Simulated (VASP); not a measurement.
Wanted: the native input for a VASP 6.6.1 run.

```
Task                   : single point
Functional             : PBEsol
Potentials or basis    : VASP PAW PBE potentials, release 64 (Bi_d, Te)
Cutoff                 : 520 eV
k mesh                 : 12 × 12 × 12
Occupations            : gaussian, width 0.1 eV
Spin                   : no spin polarisation
Dipole correction      : no
Further INCAR settings : ALGO = Normal; EDIFF = 1e-06; NBANDS = 18
```

The structure of BiTe lies in POSCAR:

```
BiTe
1.0
    2.4164451658      1.3951352669      3.3387787185
   -2.4164451658      1.3951352669      3.3387787185
    0.0000000000     -2.7902705339      3.3387787185
Bi Te
1 1
Direct
    0.5000000000      0.5000000000      0.5000000000
    0.0000000000      0.0000000000      0.0000000000
```

This cell differs from its parent crystal: volume scaled by 1.06, then relaxed in part.

The input as run:

INCAR

```
  ALGO = Normal
  EDIFF = 1E-6
  ENCUT = 520
  GGA = PS
  ISIF = 2
  ISMEAR = 0
  LASPH = True
  LCHARG = False
  LREAL = False
  LWAVE = False
  NBANDS = 18
  NELM = 60
  PREC = Accurate
  SIGMA = 0.1
```

KPOINTS

```
k-points
0
Gamma
  12 12 12
```

Potentials or basis: VASP PAW PBE potentials, release 64 (Bi_d, Te).

The run is started by

```console
$ cat potpaw_PBE.64/Bi_d/POTCAR potpaw_PBE.64/Te/POTCAR > POTCAR
$ mpirun -np 1 vasp_std > vasp.out
```

Results of the run:

The pressure is -2.5 GPa.

Caveat: the PAW data sets were made with another functional, which shifts forces and pressure a little.

Run time: 74 s on 1 thread of AMD EPYC 9R45 96-Core Processor (Zen 5) (shared host), peak memory 0.32 GiB.
